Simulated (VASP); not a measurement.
## K2H3Au: relaxation of cell and atoms with PBEsol

K2H3Au:

```
K H Au
1.0
     2.91532    1.68316    4.24468
    -2.91532    1.68316    4.24468
     0.00000   -3.36632    4.24468
K H Au
2 3 1
Direct
  0.37430 0.37430 0.37430
  0.62570 0.62570 0.62570
  0.00000 0.00000 0.50000
  0.00000 0.50000 0.00000
  0.50000 0.00000 0.00000
  0.00000 0.00000 0.00000
```

* Program: VASP 6.6.1
* Task: relaxation of cell and atoms
* Functional: PBEsol
* Potentials or basis: VASP PAW PBE potentials, release 64 (K_sv, H, Au)
* Cutoff: 600 eV
* k mesh: 4 × 4 × 4
* Occupations: fermi-dirac, width 0.03 eV
* Spin: no spin polarisation
* Dipole correction: no
* Further INCAR settings: ALGO = Normal; EDIFF = 1e-07; IBRION = 2; EDIFFG = -0.01; NSW = 100; ISIF = 3

```
Relaxed volume                        : 14.67 Å³/atom
Relaxed cell                          : a = 4.532 Å, b = 4.532 Å, c = 4.532 Å, α = 78.33°, β = 78.33°, γ = 78.33°
Space group after relaxing (to 0.1 Å) : R-3m (No. 166)
Energy gained by relaxing             : 371.3 meV/atom
Ionic steps                           : 14
Pressure after relaxing               : 0.0 GPa
Band gap on the k mesh                : zero (bands 16 and 17 overlap by 3.47 eV)
```

Forces in eV/Å, atoms in the order of the input:
```
K    0.000  0.000 -0.002
K    0.000  0.000  0.002
H    0.000  0.000  0.000
H    0.000  0.000  0.000
H    0.000  0.000  0.000
Au   0.000  0.000  0.000
```

The path:
```tsv
step	energy change (eV)	largest force (eV/Å)	pressure (GPa)	volume (Å³)
1	0.0000	0.2639	-5.75	124.97
2	-0.8306	0.4762	-5.52	111.77
3	-1.4240	3.8963	10.57	75.79
4	-1.7569	1.1735	-2.84	94.13
5	-1.8768	2.3288	2.69	83.22
6	-1.9107	1.8261	0.25	86.88
7	-2.1686	0.3464	2.26	82.86
8	-2.1715	0.1575	2.70	82.32
9	-2.2192	0.0521	0.70	86.11
10	-2.2251	0.0083	-0.26	88.34
11	-2.2252	0.0110	-0.19	88.18
12	-2.2276	0.0156	-0.07	88.10
13	-2.2278	0.0175	-0.02	88.06
14	-2.2278	0.0023	0.01	88.02
```

Final structure:
```yaml
crystal:
  lattice:
    - [2.86234, 1.65257, 3.10141]
    - [-2.86234, 1.65257, 3.10141]
    - [0.00000, -3.30514, 3.10141]
  atoms:
    - { symbol: K, position: [0.35277, 0.35277, 0.35277] }
    - { symbol: K, position: [0.64723, 0.64723, 0.64723] }
    - { symbol: H, position: [0.00000, 0.00000, 0.50000] }
    - { symbol: H, position: [0.00000, 0.50000, 0.00000] }
    - { symbol: H, position: [0.50000, 0.00000, 0.00000] }
    - { symbol: Au, position: [0.00000, 0.00000, 0.00000] }
```

Levels at points of the mesh, in eV from the Fermi level:
```
           k point  band 12  band 13  band 14  band 15  band 16  band 17  band 18  band 19  band 20
(0.00, 0.00, 0.00)    -4.00    -3.88    -3.88     0.66     0.66     1.76     1.76     3.87     3.87
(0.50, 0.00, 0.00)    -3.98    -3.94    -3.91    -3.71     0.23     2.54     2.74     3.64     4.74
(0.50, 0.50, 0.00)    -3.99    -3.98    -3.89    -3.37    -2.82     2.37     2.78     3.00     4.46
(0.50, 0.50, 0.50)    -3.94    -3.91    -3.91    -3.11    -3.11    -2.81     4.41     4.41     5.13
```

It took 10 min on 1 thread of Intel(R) Xeon(R) Platinum 8488C (Sapphire Rapids) (shared host), peak memory 0.37 GiB.

Caveat: the volume moved by over 15 % at a fixed basis, so the end points are rough; the PAW data sets were made with another functional, which shifts forces and pressure a little; spin-orbit coupling is left out, which moves the levels of the heavy elements.
